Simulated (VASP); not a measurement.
# Cr2Ge6Mo (Immm) in VASP: single point with PBE

Aim: the single point of Cr2Ge6Mo with PBE.

Program: VASP 6.6.1. These are calculated values, not measurements. Logs are shortened: lines on timing, memory, paths and dates and some standing lists are left out, and cuts for length are marked.

## (1) The cell of the first run

It takes space group Immm (No. 71, orthorhombic). The conventional cell has a = 3.275 Å, b = 8.144 Å, c = 9.803 Å, α = 90.00°, β = 90.00°, γ = 90.00°. Within 3.5 Å of Cr (site symmetry mm2) lie 10 Ge at 2.64 to 2.76 Å and 3 Cr at 3.27 Å and 1 Mo at 3.27 Å. Within 3.4 Å of Ge (site symmetry m2m) lie 9 Ge at 2.57 to 3.27 Å and 4 Cr at 2.65 Å and 1 Mo at 2.79 Å. Within 3.5 Å of Ge (site symmetry m) lie 9 Ge at 2.63 to 3.34 Å and 3 Cr at 2.64 to 2.76 Å and 2 Mo at 2.68 Å. Mo (site symmetry mmm) has 10 Ge at 2.68 to 2.79 Å and 2 Cr at 3.27 Å and 2 Mo at 3.27 Å within 3.5 Å.

## (2) Single point, PBE

File INCAR:

```
SYSTEM = Cr2Ge6Mo
PREC = Accurate ; ENCUT = 500
EDIFF = 1E-6 ; ISMEAR = 0
SIGMA = 0.2 ; LREAL = .False.
LASPH = .True. ; NELM = 120
ALGO = Normal ; ISIF = 2
LWAVE = .False. ; LCHARG = .False.
GGA = PE ; NBANDS = 71
GGA_COMPAT = .False.
```

File KPOINTS:

```
Automatic mesh
0
Gamma
  8 8 8
  0 0 0
```

File POSCAR:

```
Cr2Ge6Mo
1.0
   -3.2745890440      0.0000000000      0.0000000000
   -1.6372945220     -4.0718964658      4.9012795534
   -1.6372945220      4.0718964658      4.9012795534
Cr Ge Mo
2 6 1
Direct
    0.6665773973      0.3334226027      0.3334226027
    0.3334226027      0.6665773973      0.6665773973
    0.0000000000      0.6579465538      0.3420534462
    0.6705587073      0.9908171458      0.6680654397
    0.3294412927      0.3319345603      0.0091828542
    0.0000000000      0.3420534462      0.6579465538
    0.6705587073      0.6680654397      0.9908171458
    0.3294412927      0.0091828542      0.3319345603
    1.0000000000      1.0000000000      0.0000000000
```

Potentials or basis: VASP PAW PBE potentials, release 64 (Cr_pv, Ge_d, Mo_sv).

On the command line:

```bash
$ cat potpaw_PBE.64/Cr_pv/POTCAR potpaw_PBE.64/Ge_d/POTCAR potpaw_PBE.64/Mo_sv/POTCAR > POTCAR
$ mpirun -np 1 vasp_std > vasp.out
```

OUTCAR:

```text
SYSTEM = Cr2Ge6Mo
   PREC = Accurate
   ENCUT = 500
   EDIFF = 1E-6
   ISMEAR = 0
   LREAL = .False.
   LASPH = .True.
   NELM = 120
   ISIF = 2
   GGA = PE

 ion  position               nearest neighbor table
   1  0.667  0.333  0.333-   5 2.64   8 2.64   5 2.64   8 2.64   6 2.65   3 2.65   3 2.65   6 2.65
                             7 2.76   4 2.76   9 3.27
   2  0.333  0.667  0.667-   4 2.64   7 2.64   4 2.64   7 2.64   6 2.65   6 2.65   3 2.65   3 2.65
                             5 2.76   8 2.76   9 3.27
   3  0.000  0.658  0.342-   6 2.57   1 2.65   2 2.65   1 2.65   2 2.65   8 2.76   7 2.76   7 2.76
                             8 2.76   9 2.79
   4  0.671  0.991  0.668-   7 2.63   2 2.64   2 2.64   8 2.68   8 2.68   9 2.68   9 2.68   1 2.76
                             6 2.76   6 2.76
   5  0.329  0.332  0.009-   8 2.63   1 2.64   1 2.64   7 2.68   7 2.68   9 2.68   9 2.68   2 2.76
                             6 2.76   6 2.76
   6  0.000  0.342  0.658-   3 2.57   1 2.65   2 2.65   1 2.65   2 2.65   5 2.76   4 2.76   4 2.76
                             5 2.76   9 2.79
   7  0.671  0.668  0.991-   4 2.63   2 2.64   2 2.64   5 2.68   5 2.68   9 2.68   9 2.68   1 2.76
                             3 2.76   3 2.76
   8  0.329  0.009  0.332-   5 2.63   1 2.64   1 2.64   4 2.68   4 2.68   9 2.68   9 2.68   2 2.76
                             3 2.76   3 2.76
   9  0.000  0.000  0.000-   4 2.68   5 2.68   7 2.68   8 2.68   4 2.68   7 2.68   5 2.68   8 2.68
                             3 2.79   6 2.79   1 3.27   2 3.27

  LATTYP: Found a body centered orthorhombic cell.
 ALAT       =     3.2745890440
 B/A-ratio  =     2.4869664016
 C/A-ratio  =     2.9935234544

  Lattice vectors:

 A1 = (   1.6372945220,   4.0718964658,  -4.9012795534)
 A2 = (  -1.6372945220,  -4.0718964658,  -4.9012795534)
 A3 = (  -1.6372945220,   4.0718964658,   4.9012795534)

Analysis of symmetry for initial positions (statically):
=====================================================================
 Subroutine PRICEL returns:
 Original cell was already a primitive cell.

 Routine SETGRP: Setting up the symmetry group for a
 body centered orthorhombic supercell.

 Subroutine GETGRP returns: Found  8 space group operations
 (whereof  8 operations were pure point group operations)
 out of a pool of  8 trial point group operations.

The static configuration has the point symmetry D_2h.

Analysis of symmetry for dynamics (positions and initial velocities):
=====================================================================
 Subroutine PRICEL returns:
 Original cell was already a primitive cell.

 Routine SETGRP: Setting up the symmetry group for a
 body centered orthorhombic supercell.

[... 129 lines left out ...]
   NELECT =     122.0000    total number of electrons
   NUPDOWN=      -1.0000    fix difference up-down
   EMIN   =  10.00;   EMAX   =-10.00  energy-range for DOS
   EFERMI =   0.00;   METHOD = LEGACY
   ISMEAR =     0;   SIGMA  =   0.20  broadening in eV -4-tet -1-fermi 0-gaus
   EFERMI_NEDOS =   21; number of points for ismear=-14 and -15
   IALGO  =     38    algorithm
   IMIX   =      4    mixing-type and parameters
     AMIX     =   0.40;   BMIX     =  1.00
     AMIX_MAG =   1.60;   BMIX_MAG =  1.00
  volume/ion in A,a.u.               =      14.52        98.00
  Fermi-wavevector in a.u.,A,eV,Ry     =   1.599916  3.023402 34.827246  2.559730
  Thomas-Fermi vector in A             =   2.697134
   LORBIT       =      0    0 simple, 1 ext, 2 COOP (PROOUT), +10 PAW based schemes
   GGA     = PE    functional components
   LHFCALC =     F    Hartree Fock is set to
   AEXX    =    0.0000 exact exchange contribution
   IVDW    =     0    specifies the selected vdW correction
   LEPSILON=     F    determine dielectric tensor
   LRPA    =     F    only Hartree local field effects (RPA)
 non-spin polarized calculation
 Gauss-broadening in eV      SIGMA  =   0.20
  energy-cutoff  :      500.00
  volume of cell :      130.71
 maximum number of plane-waves:      3351
   NGX = 11   NGY = 23   NGZ = 23

 number of electron     122.0000093 magnetization

 Free energy of the ion-electron system (eV)
  ---------------------------------------------------
  ext. energy  EPLUGINS =         0.00000000
  ---------------------------------------------------
  free energy    TOTEN  =       -57.05533567 eV

  energy without entropy =      -57.00893793  energy(sigma->0) =      -57.03213680

 E-fermi :   9.7867     XC(G=0): -12.7323

 val. band max:        9.7674155875   @ k =  -0.1250   0.5000   0.3750
 cond. band min:       9.7912007360   @ k =   0.0000   0.3750   0.2500
 fundamental gap:      0.0237851484
 Fermi energy:         9.7866869236

 k-point     1 :       0.0000    0.0000    0.0000
  band No.  band energies     occupation
      1     -51.0203      2.00000
      2     -33.1994      2.00000
      3     -33.1877      2.00000
      4     -33.1859      2.00000
      5     -33.1786      2.00000
      6     -33.1047      2.00000
[... 1765 lines left out ...]
     70      12.7680      0.00000
     71      13.3022      0.00000

 [... further k-points ...]

------------------------ aborting loop because EDIFF is reached ----------------------------------------

  FORCE on cell =-STRESS in cart. coord.  units (eV):
  Direction    XX          YY          ZZ          XY          YZ          ZX
  --------------------------------------------------------------------------------------
  -------------------------------------------------------------------------------------
  Total       -0.0418773      0.2011005     -0.0337705      0.0000000      0.0000000      0.0000000
  in kB       -0.5133299      2.4650782     -0.4139574      0.0000000      0.0000000      0.0000000
  external PRESSURE =       0.5125969 kB  Pullay stress =       0.0000000 kB

 VOLUME and BASIS-vectors are now :
 -----------------------------------------------------------------------------
  energy-cutoff  :      500.00
  volume of cell :      130.71
      direct lattice vectors                 reciprocal lattice vectors
    -3.274589044  0.000000000  0.000000000    -0.305381832  0.000000000 -0.102014177
    -1.637294522 -4.071896466  4.901279553     0.000000000 -0.122792906  0.102014177
    -1.637294522  4.071896466  4.901279553     0.000000000  0.122792906  0.102014177

 POSITION                                       TOTAL-FORCE (eV/Angst)
 -----------------------------------------------------------------------------------
     -3.27459      0.00000      3.26839         0.000000      0.000000     -0.004844
     -3.27459      0.00000      6.53416        -0.000000      0.000000      0.004844
     -1.63729     -1.28628      4.90128        -0.000000      0.001067      0.000000
     -4.91188     -1.31421      8.13065         0.000000     -0.018242     -0.012298
     -1.63729     -1.31421      1.67191         0.000000     -0.018242      0.012298
     -1.63729      1.28628      4.90128        -0.000000     -0.001067      0.000000
     -4.91188      1.31421      8.13065         0.000000      0.018242     -0.012298
     -1.63729      1.31421      1.67191        -0.000000      0.018242      0.012298
      0.00000      0.00000      0.00000        -0.000000      0.000000      0.000000
 -----------------------------------------------------------------------------------
    total drift:                               -0.000000      0.000000      0.000000

  FREE ENERGIE OF THE ION-ELECTRON SYSTEM (eV)
  ---------------------------------------------------
  free  energy   TOTEN  =       -57.0553356702 eV

  energy  without entropy=      -57.0089379303  energy(sigma->0) =      -57.03213680
```

stdout:

```text
POSCAR found type information on POSCAR CrGeMo
 POSCAR found :  3 types and       9 ions
 scaLAPACK will be used
 LDA part: xc-table for (Slater+PW92), standard interpolation
 POSCAR, INCAR and KPOINTS ok, starting setup
 FFT: planning ... GRIDC
 FFT: planning ... GRID_SOFT
 FFT: planning ... GRID
 WAVECAR not read
 entering main loop
```

Wall time 11 min (1 thread of Intel Xeon Platinum 8488C (Sapphire Rapids), shared host); peak memory 0.69 GiB.

What came out:

```
Free energy            : -57.0553 eV
Pressure               : 0.1 GPa
Largest force          : 0.022 eV/Å
Band gap on the k mesh : zero (bands 61 and 62 overlap by 0.40 eV)
```

Forces on the atoms (eV/Å):
```
Cr   0.000  0.000 -0.005
Cr   0.000  0.000  0.005
Ge   0.000  0.001  0.000
Ge   0.000 -0.018 -0.012
Ge   0.000 -0.018  0.012
Ge   0.000 -0.001  0.000
Ge   0.000  0.018 -0.012
Ge   0.000  0.018  0.012
Mo   0.000  0.000  0.000
```

Caveat: the run has no spin polarisation, though such a crystal can be magnetic. Spin polarisation is off, so any magnetic state and its effect on volume and gap are missing.
